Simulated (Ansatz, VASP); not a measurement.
Fe: VASP beside Ansatz

```
CELL_PARAMETERS angstrom
-1.44300 1.44300 1.44300
1.44300 -1.44300 1.44300
1.44300 1.44300 -1.44300
ATOMIC_POSITIONS crystal
Fe 0.00000 0.00000 0.00000
```

Alike in both runs: task single point; functional LDA; k mesh 10 × 10 × 10; occupations gaussian, width 0.15 eV; non-collinear spin.

```csv
,VASP,Ansatz
version,VASP 6.6.1,Ansatz 0.2.0
potentials or method,"VASP PAW LDA potentials, release 64 (Fe), cutoff 520 eV","all-electron LAPW, scalar-relativistic"
```

Ansatz gave:

| Quantity | Value |
| --- | --- |
| gap on the k mesh at the Fermi level (eV) | none |
| pressure (GPa) | -27.0 |
| net moment per atom (μB) | 2.16 |
| size of the moment on the site where the two differ most (μB) | 2.12 |

Question: Which values does VASP return?

Answer: gap on the k mesh at the Fermi level (eV): none; pressure (GPa): -27.0; net moment per atom (μB): 2.15; size of the moment on the site where the two differ most (μB): 2.14.

LDA's correlation is that of Perdew and Zunger in VASP and of Perdew and Wang (1992) in Ansatz. Site moments also hang on the region over which each program counts them. A gap of «none» marks a metal or a gap that the smearing closes. Ansatz ran all-electron here, and VASP with PAW potentials.

Noted on Ansatz's run: the k mesh is thin for a metal, which can move the energy by tens of meV per atom; the magnetic state may not be the lowest.
